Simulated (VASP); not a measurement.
Input of a VASP 6.6.1 run:

File INCAR:

```
ALGO = Normal ; EDIFF = 1E-7
ENCUT = 520 ; GGA = PE
ISIF = 2 ; ISMEAR = 0
LASPH = T ; LCHARG = T
LELF = T ; LREAL = F
LVHAR = T ; LWAVE = F
NBANDS = 26 ; NELM = 100
PREC = Accurate ; SIGMA = 0.05
```

Contents of KPOINTS:

```
k-points
0
Gamma
  12 12 4
```

Contents of POSCAR:

```
C
1.0
    2.5220988435      0.0000000000      0.0000000000
   -1.2610494217      2.1842016693      0.0000000000
    0.0000000000      0.0000000000      8.2371000000
C
8
Direct
    0.0000000000      0.0000000000      0.0937500000
    0.0000000000      0.0000000000      0.5937500000
    0.0000000000      0.0000000000      0.4062500000
    0.0000000000      0.0000000000      0.9062500000
    0.3261463692      0.6522927384      0.1549024442
    0.6666666667      0.3333333333      0.6562500000
    0.3333333333      0.6666666667      0.3437500000
    0.6666666667      0.3333333333      0.8437500000
```

Potentials or basis: VASP PAW PBE potentials, release 64 (C).

Launch:

```console
$ cat potpaw_PBE.64/C/POTCAR > POTCAR
$ mpirun -np 1 vasp_std > vasp.out
```

Question: What does it give for the pressure?

Answer: 3.0 GPa.

Question: Predict the band gap on the k mesh.

Answer: 4.32 eV, indirect (least direct gap 5.02 eV).

Question: Estimate the largest force.

Answer: 1.256 eV/Å.

Stress tensor (GPa, compression positive):
```
-1.41  0.00  0.00
 0.00 -0.49  0.46
 0.00  0.46 10.96
```

Caveat: the cell differs from its parent crystal (atom 5 (C) moved +0.033 Å towards its neighbour atom 1 (C) at 1.544 Å); forces of over 1 eV/Å act on the atoms, so gaps and moduli don't describe the material at rest. A k mesh can miss the band edges.
